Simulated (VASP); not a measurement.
# Li (P6_3/mmc) in VASP: a series of runs

Li is run at these levels: PBE; tasks: single point.

Everything below comes from runs of VASP 6.6.1. Logs are shortened: lines on timing, memory, paths and dates and some standing lists are left out, and cuts for length are marked.

## Step 1: The cell of the first run

It takes space group P6_3/mmc (No. 194, hexagonal). Conventional cell: a = 3.165 Å, b = 3.165 Å, c = 10.043 Å, α = 90.00°, β = 90.00°, γ = 120.00°. Within 4.1 Å of Li (site symmetry -3m) lie 12 Li at 3.11 to 3.17 Å. Li (site symmetry -6m2) has 12 Li at 3.11 to 3.17 Å within 4.1 Å.

## Step 2: Single point, PBE (strained)

File INCAR:

```
SYSTEM = Li
PREC     = Accurate       ! precision mode
ENCUT    = 520            ! plane-wave cutoff, eV
EDIFF    = 1E-7           ! SCF threshold, eV
ISMEAR   = 0              ! smearing method
SIGMA    = 0.1            ! smearing width, eV
LREAL    = .FALSE.        ! projectors in reciprocal space
LASPH    = .TRUE.         ! aspherical terms in the spheres
NELM     = 100            ! most SCF steps
ALGO     = Normal         ! electronic algorithm
ISIF     = 2              ! what is computed and relaxed
LWAVE    = .FALSE.        ! write WAVECAR
LCHARG   = .TRUE.         ! write CHGCAR
GGA      = PE             ! functional
LELF     = .TRUE.         ! ELF
LVHAR    = .TRUE.       
NBANDS   = 14             ! bands
```

File KPOINTS:

```
regular mesh
0
G
  15 15 4
  0 0 0
```

File POSCAR:

```
Li
1.0
    3.1650766673      0.0000000000      0.0000000000
   -1.5825383336      2.7410367988      0.0000000000
    0.0000000000      0.0000000000     10.0432472741
Li
4
Direct
    0.0000000000      0.0000000000      0.0000000000
    0.3333333300      0.6666666700      0.2500000000
    0.0000000000      0.0000000000      0.5000000000
    0.6666666700      0.3333333300      0.7500000000
```

Potentials or basis: VASP PAW PBE potentials, release 64 (Li_sv).

Launch:

```console
$ cat potpaw_PBE.64/Li_sv/POTCAR > POTCAR
$ mpirun -np 1 vasp_std > vasp.out
```

OUTCAR:

```text
SYSTEM = Li
   PREC = Accurate
   ENCUT = 520
   EDIFF = 1E-7
   ISMEAR = 0
   LREAL = .FALSE.
   LASPH = .TRUE.
   NELM = 100
   ISIF = 2
   GGA = PE

 ion  position               nearest neighbor table
   1  0.000  0.000  0.000-
   2  0.333  0.667  0.250-
   3  0.000  0.000  0.500-
   4  0.667  0.333  0.750-

  LATTYP: Found a hexagonal cell.
 ALAT       =     3.1650766673
 C/A-ratio  =     3.1731450230

  Lattice vectors:

 A1 = (   3.1650766673,   0.0000000000,   0.0000000000)
 A2 = (  -1.5825383336,   2.7410367988,   0.0000000000)
 A3 = (   0.0000000000,   0.0000000000,  10.0432472741)

Analysis of symmetry for initial positions (statically):
=====================================================================
 Subroutine PRICEL returns:
 Original cell was already a primitive cell.

 Routine SETGRP: Setting up the symmetry group for a
 hexagonal supercell.

 Subroutine GETGRP returns: Found 24 space group operations
 (whereof 12 operations were pure point group operations)
 out of a pool of 24 trial point group operations.

The static configuration has the point symmetry D_3d.
 The point group associated with its full space group is D_6h.

Analysis of symmetry for dynamics (positions and initial velocities):
=====================================================================
 Subroutine PRICEL returns:
 Original cell was already a primitive cell.

 Routine SETGRP: Setting up the symmetry group for a
 hexagonal supercell.

 Subroutine GETGRP returns: Found 24 space group operations
 (whereof 12 operations were pure point group operations)
 out of a pool of 24 trial point group operations.

The dynamic configuration has the point symmetry D_3d.
 The point group associated with its full space group is D_6h.

 Subroutine INISYM returns: Found 24 space group operations
 (whereof 12 operations are pure point group operations),
 and found     1 'primitive' translations

----------------------------------------------------------------------------------------

                                     Primitive cell

  volume of cell :      87.1311

  direct lattice vectors                    reciprocal lattice vectors
     3.165076667  0.000000000  0.000000000     0.315948113  0.182412728  0.000000000
    -1.582538334  2.741036799  0.000000000     0.000000000  0.364825456  0.000000000
     0.000000000  0.000000000 10.043247274     0.000000000  0.000000000  0.099569390

  length of vectors
     3.165076667  3.165076667 10.043247274     0.364825456  0.364825456  0.099569390

  position of ions in fractional coordinates (direct lattice)
     0.000000000  0.000000000  0.000000000
     0.333333330  0.666666670  0.250000000
     0.000000000  0.000000000  0.500000000
     0.666666670  0.333333330  0.750000000

  ion indices of the primitive-cell ions
   primitive index   ion index
                 1           1
                 2           2
                 3           3
                 4           4

----------------------------------------------------------------------------------------

 KPOINTS: regular mesh

Automatic generation of k-mesh.
 Grid dimensions read from file:
 generate k-points for:   15   15    4

 Generating k-lattice:

  Cartesian coordinates                     Fractional coordinates (reciprocal lattice)
     0.021063208  0.012160849  0.000000000     0.066666667  0.000000000  0.000000000
     0.000000000  0.024321697  0.000000000     0.000000000  0.066666667  0.000000000
     0.000000000  0.000000000  0.024892347     0.000000000  0.000000000  0.250000000

  Length of vectors
     0.024321697  0.024321697  0.024892347

  Shift w.r.t. Gamma in fractional coordinates (k-lattice)
     0.000000000  0.000000000  0.000000000

 Subroutine IBZKPT returns following result:
 ===========================================

 Found     81 irreducible k-points:

 Following reciprocal coordinates:
            Coordinates               Weight
  0.000000  0.000000  0.000000      1.000000
  0.066667 -0.000000  0.000000      6.000000
  0.133333  0.000000  0.000000      6.000000
  0.200000  0.000000  0.000000      6.000000
  0.266667  0.000000  0.000000      6.000000
  0.333333 -0.000000  0.000000      6.000000
[... 16 lines left out ...]
  0.333333  0.200000  0.000000     12.000000
  0.400000  0.200000  0.000000      6.000000
 [... further k-points ...]
   k-points           NKPTS =     81   k-points in BZ     NKDIM =     81   number of bands    NBANDS=     14
   number of dos      NEDOS =    301   number of ions     NIONS =      4
   total plane-waves  NPLWV =  46080
   dimension x,y,z NGX =    24 NGY =   24 NGZ =   80
   dimension x,y,z NGXF=    48 NGYF=   48 NGZF=  160
   ions per type =               4
   NGX,Y,Z   is equivalent  to a cutoff of  12.61, 12.61, 13.24 a.u.
   NGXF,Y,Z  is equivalent  to a cutoff of  25.21, 25.21, 26.48 a.u.
 SYSTEM =  Li
   PREC   = accura    normal or accurate (medium, high low for compatibility)
   ISTART =      0    job   : 0-new  1-cont  2-samecut
   ICHARG =      2    charge: 1-file 2-atom 10-const
   ISPIN  =      1    spin polarized calculation?
   LNONCOLLINEAR =      F non collinear calculations
   LSORBIT =      F    spin-orbit coupling
   LASPH  =      T    aspherical Exc in radial PAW
   ENCUT  =  520.0 eV  38.22 Ry    6.18 a.u.   5.88  5.88 18.67*2*pi/ulx,y,z
   NELM   =    100;   NELMIN=  2; NELMDL= -5     # of ELM steps
   EDIFF  = 0.1E-06   stopping-criterion for ELM
   LREAL  =      F    real-space projection
   EDIFFG = 0.1E-05   stopping-criterion for IOM
   NSW    =      0    number of steps for IOM
   IBRION =     -1    ionic relax: 0-MD 1-quasi-New 2-CG
   NFREE  =      0    steps in history (QN), initial steepest desc. (CG)
   ISIF   =      2    stress and relaxation
   ISYM   =      2    0-nonsym 1-usesym 2-fastsym
   POTIM  = 0.5000    time-step for ionic-motion
   TEBEG  =    0.0;   TEEND  =   0.0 temperature during run
   PSTRESS=    0.0 pullay stress
   NELECT =      12.0000    total number of electrons
   NUPDOWN=      -1.0000    fix difference up-down
   EMIN   =  10.00;   EMAX   =-10.00  energy-range for DOS
   EFERMI =   0.00;   METHOD = LEGACY
   ISMEAR =     0;   SIGMA  =   0.10  broadening in eV -4-tet -1-fermi 0-gaus
   EFERMI_NEDOS =   21; number of points for ismear=-14 and -15
   IALGO  =     38    algorithm
   IMIX   =      4    mixing-type and parameters
     AMIX     =   0.40;   BMIX     =  1.00
     AMIX_MAG =   1.60;   BMIX_MAG =  1.00
  volume/ion in A,a.u.               =      21.78       147.00
  Fermi-wavevector in a.u.,A,eV,Ry     =   0.845430  1.597630  9.724783  0.714751
  Thomas-Fermi vector in A             =   1.960616
   LORBIT       =      0    0 simple, 1 ext, 2 COOP (PROOUT), +10 PAW based schemes
   GGA     = PE    functional components
   LHFCALC =     F    Hartree Fock is set to
   AEXX    =    0.0000 exact exchange contribution
   IVDW    =     0    specifies the selected vdW correction
   LEPSILON=     F    determine dielectric tensor
   LRPA    =     F    only Hartree local field effects (RPA)
 non-spin polarized calculation
 Gauss-broadening in eV      SIGMA  =   0.10
  energy-cutoff  :      520.00
  volume of cell :       87.13
 maximum number of plane-waves:      2365
 NGX is ok and might be reduce to    24
   NGX = 11   NGY = 11   NGZ = 37

 number of electron      12.0000021 magnetization

 Free energy of the ion-electron system (eV)
  ---------------------------------------------------
  ext. energy  EPLUGINS =         0.00000000
  ---------------------------------------------------
  free energy    TOTEN  =        -7.60712599 eV

  energy without entropy =       -7.59563886  energy(sigma->0) =       -7.60138242

 E-fermi :   0.4258     XC(G=0):  -6.8714

 val. band max:        0.4144435929   @ k =   0.4000   0.0000   0.0000
 cond. band min:       0.4291463714   @ k =   0.4000   0.1333   0.2500
 fundamental gap:      0.0147027785
 Fermi energy:         0.4258498179

 k-point     1 :       0.0000    0.0000    0.0000
  band No.  band energies     occupation
      1     -46.2247      2.00000
      2     -46.2174      2.00000
      3     -46.2170      2.00000
      4     -46.2096      2.00000
      5      -3.0354      2.00000
      6      -1.9076      2.00000
      7      -1.9068      2.00000
      8       0.5953      0.01657
      9       3.3536      0.00000
     10       8.4424      0.00000
     11       8.4489      0.00000
     12      12.0205      0.00000
     13      12.0206      0.00000
     14      12.5963      0.00000

 k-point     2 :       0.0667   -0.0000    0.0000
  band No.  band energies     occupation
      1     -46.2241      2.00000
      2     -46.2170      2.00000
      3     -46.2166      2.00000
      4     -46.2094      2.00000
      5      -2.9678      2.00000
      6      -1.8387      2.00000
      7      -1.8376      2.00000
      8       0.6823      0.00029
      9       3.3806      0.00000
     10       8.4658      0.00000
     11       8.4791      0.00000
     12      11.2659      0.00000
     13      11.4656      0.00000
     14      12.2889      0.00000

 k-point     3 :       0.1333    0.0000    0.0000
  band No.  band energies     occupation
      1     -46.2227      2.00000
      2     -46.2160      2.00000
      3     -46.2157      2.00000
      4     -46.2089      2.00000
      5      -2.7651      2.00000
      6      -1.6321      2.00000
      7      -1.6308      2.00000
      8       0.9430      0.00000
      9       3.4562      0.00000
     10       8.4503      0.00000
     11       8.5350      0.00000
     12       9.9541      0.00000
     13      10.6317      0.00000
     14      10.9462      0.00000
[... 324 lines left out ...]
 k-point    23 :       0.3333    0.2000    0.0000
  band No.  band energies     occupation
      1     -46.2109      2.00000
      2     -46.2090      2.00000
      3     -46.2087      2.00000
      4     -46.2069      2.00000
      5       0.2617      1.97974
      6       1.2095      0.00000
      7       1.2666      0.00000
      8       2.5326      0.00000
      9       3.9529      0.00000
     10       4.1046      0.00000
     11       4.6081      0.00000
     12       4.9824      0.00000
     13       5.7049      0.00000
     14       7.0653      0.00000

 k-point    24 :       0.4000    0.2000    0.0000
  band No.  band energies     occupation
      1     -46.2101      2.00000
      2     -46.2088      2.00000
      3     -46.2084      2.00000
      4     -46.2071      2.00000
      5       0.9152      0.00000
      6       1.3530      0.00000
      7       1.6754      0.00000
      8       2.0441      0.00000
      9       3.4978      0.00000
     10       3.5920      0.00000
     11       4.6290      0.00000
     12       5.5684      0.00000
     13       5.7824      0.00000
     14       6.4469      0.00000

 [... further k-points ...]

------------------------ aborting loop because EDIFF is reached ----------------------------------------

  FORCE on cell =-STRESS in cart. coord.  units (eV):
  Direction    XX          YY          ZZ          XY          YZ          ZX
  --------------------------------------------------------------------------------------
  -------------------------------------------------------------------------------------
  Total       -0.6121033     -0.6121033     -0.3524475     -0.0000000      0.0000000      0.0000000
  in kB      -11.2554293    -11.2554293     -6.4808467     -0.0000000      0.0000000      0.0000000
  external PRESSURE =      -9.6639018 kB  Pullay stress =       0.0000000 kB

 VOLUME and BASIS-vectors are now :
 -----------------------------------------------------------------------------
  energy-cutoff  :      520.00
  volume of cell :       87.13
      direct lattice vectors                 reciprocal lattice vectors
     3.165076667  0.000000000  0.000000000     0.315948113  0.182412728  0.000000000
    -1.582538334  2.741036799  0.000000000     0.000000000  0.364825456  0.000000000
     0.000000000  0.000000000 10.043247274     0.000000000  0.000000000  0.099569390

 POSITION                                       TOTAL-FORCE (eV/Angst)
 -----------------------------------------------------------------------------------
      0.00000      0.00000      0.00000         0.000000      0.000000     -0.000000
     -0.00000      1.82736      2.51081        -0.000000     -0.000000      0.000000
      0.00000      0.00000      5.02162        -0.000000      0.000000     -0.000000
      1.58254      0.91368      7.53244         0.000000      0.000000     -0.000000
 -----------------------------------------------------------------------------------
    total drift:                                0.000000      0.000000     -0.000000

  FREE ENERGIE OF THE ION-ELECTRON SYSTEM (eV)
  ---------------------------------------------------
  free  energy   TOTEN  =        -7.6071259858 eV

  energy  without entropy=       -7.5956388585  energy(sigma->0) =       -7.60138242
```

It took 67 s on 1 thread of Oxide Virtual Turin-like, shared host; peak memory 0.19 GiB.

What came out:

```yaml
Free_energy: -7.6071 eV
Band_gap_on_the_k_mesh: zero (band 6 reaches 1.86 eV, above the bottom of band 7 at -1.91 eV)
```

Levels at points of the mesh, in eV from the Fermi level:
```csv
k point,band 3,band 4,band 5,band 6,band 7,band 8,band 9,band 10
"(0.00, 0.00, 0.00)",-46.64,-46.64,-3.46,-2.33,-2.33,0.17,2.93,8.02
"(0.00, 0.00, 0.50)",-46.64,-46.64,-3.18,-3.18,-0.98,-0.98,4.73,4.73
```

Caveat: the cell differs from its parent crystal (strained); the cutoff is under 1.25 times the usual one of these potentials, so pressure, stress and relaxed cells hold a basis-set (Pulay) error.

## Step 3: Single point, PBE (strained)

File INCAR:

```
PREC = Accurate ; ENCUT = 520
EDIFF = 1E-7 ; ISMEAR = 0
SIGMA = 0.1 ; LREAL = F
LASPH = T ; NELM = 60
ALGO = Normal ; ISIF = 2
LWAVE = F ; LCHARG = F
GGA = PE ; NBANDS = 14
```

File KPOINTS:

```
regular mesh
0
Gamma
  15 15 4
```

File POSCAR:

```
Li
1.0
    3.1353700315      0.0000000000      0.0000000000
   -1.5676850158      2.7153100976      0.0000000000
    0.0000000000      0.0000000000     10.8626892914
Li
4
Direct
    0.0000000000      0.0000000000      0.0000000000
    0.3333333300      0.6666666700      0.2500000000
    0.0000000000      0.0000000000      0.5000000000
    0.6666666700      0.3333333300      0.7500000000
```

Potentials or basis: VASP PAW PBE potentials, release 64 (Li_sv).

Launch:

```console
$ cat potpaw_PBE.64/Li_sv/POTCAR > POTCAR
$ mpirun -np 1 vasp_std > vasp.out
```

Run time: 77 s. Hardware: 1 thread of Oxide Virtual Turin-like, shared host; peak memory 0.2 GiB.

Results (log left out):

| Property | Result |
| --- | --- |
| Free energy | -7.5588 eV |
| Band gap on the k mesh | zero (band 6 reaches 1.93 eV, above the bottom of band 7 at -2.13 eV) |

Levels at points of the mesh, in eV from the Fermi level:
| k point | band 2 | band 3 | band 4 | band 5 | band 6 | band 7 | band 8 | band 9 | band 10 | band 11 |
| --- | --- | --- | --- | --- | --- | --- | --- | --- | --- | --- |
| (0.00, 0.00, 0.00) | -46.79 | -46.79 | -46.79 | -3.41 | -2.43 | -2.43 | -0.26 | 2.05 | 6.42 | 6.42 |
| (0.00, 0.00, 0.50) | -46.79 | -46.79 | -46.79 | -3.17 | -3.17 | -1.26 | -1.26 | 3.60 | 3.60 | 9.72 |

Caveat: the cell differs from its parent crystal (strained); the cutoff is under 1.25 times the usual one of these potentials, so pressure, stress and relaxed cells hold a basis-set (Pulay) error.

## Step 4: Single point, PBE (strained)

File INCAR:

```
SYSTEM = Li
ALGO     = Normal         ! electronic algorithm
EDIFF    = 1E-6           ! SCF threshold, eV
ENCUT    = 520            ! plane-wave cutoff, eV
GGA      = PE             ! functional
ISIF     = 2              ! what is computed and relaxed
ISMEAR   = 0              ! smearing method
LASPH    = .TRUE.         ! aspherical terms in the spheres
LCHARG   = .TRUE.         ! write CHGCAR
LELF     = .TRUE.         ! ELF
LREAL    = .FALSE.        ! projectors in reciprocal space
LVHAR    = .TRUE.       
LWAVE    = .FALSE.        ! write WAVECAR
NBANDS   = 14             ! bands
NELM     = 60             ! most SCF steps
PREC     = Accurate       ! precision mode
SIGMA    = 0.1            ! smearing width, eV
```

File KPOINTS:

```
k-points
0
G
  15 15 4
  0 0 0
```

File POSCAR:

```
Li
1.0
    3.1987280044      0.0000000000      0.0000000000
   -1.5993640022      2.7701797117      0.0000000000
    0.0000000000      0.0000000000     10.6162743624
Li
4
Direct
    0.0000000000      0.0000000000      0.0000000000
    0.3333333300      0.6666666700      0.2500000000
    0.0000000000      0.0000000000      0.5000000000
    0.6666666700      0.3333333300      0.7500000000
```

Launch:

```console
$ cat potpaw_PBE.64/Li_sv/POTCAR > POTCAR
$ mpirun -np 1 vasp_std > vasp.out
```

Wall time 93 s (1 thread of Oxide Virtual Turin-like, shared host); peak memory 0.2 GiB.

It converged, with:

```
Free energy            : -7.5551 eV
Band gap on the k mesh : zero (band 6 reaches 1.75 eV, above the bottom of band 7 at -2.10 eV)
```

Levels at points of the mesh, in eV from the Fermi level:
```tsv
k point	band 2	band 3	band 4	band 5	band 6	band 7	band 8	band 9	band 10	band 11
(0.00, 0.00, 0.00)	-46.80	-46.80	-46.80	-3.38	-2.35	-2.35	-0.05	2.34	6.94	6.94
(0.00, 0.00, 0.50)	-46.80	-46.80	-46.80	-3.12	-3.12	-1.11	-1.11	3.98	3.98	10.37
```

Caveat: the cell differs from its parent crystal (strained); the cutoff is under 1.25 times the usual one of these potentials, so pressure, stress and relaxed cells hold a basis-set (Pulay) error.

## Step 5: Summary

| cell | gap on the mesh (eV) |
| --- | --- |
| a = 3.165, b = 3.165, c = 10.043 Å, angles 90.0, 90.0, 120.0°, 4 atoms | none |
| a = 3.135, b = 3.135, c = 10.863 Å, angles 90.0, 90.0, 120.0°, 4 atoms | none |
| a = 3.199, b = 3.199, c = 10.616 Å, angles 90.0, 90.0, 120.0°, 4 atoms | none |

Alike in all rows: task single point; level PBE; potentials or basis VASP PAW PBE potentials, release 64 (Li_sv); no spin polarisation; k mesh 15 × 15 × 4; cutoff (eV) 520; smearing gaussian 0.1 eV.

Caveats: the cutoff is under 1.25 times the usual one of these potentials, so pressure, stress and relaxed cells hold a basis-set (Pulay) error.

Total energies depend on the potentials used, so only differences within one code and one set of settings carry meaning.
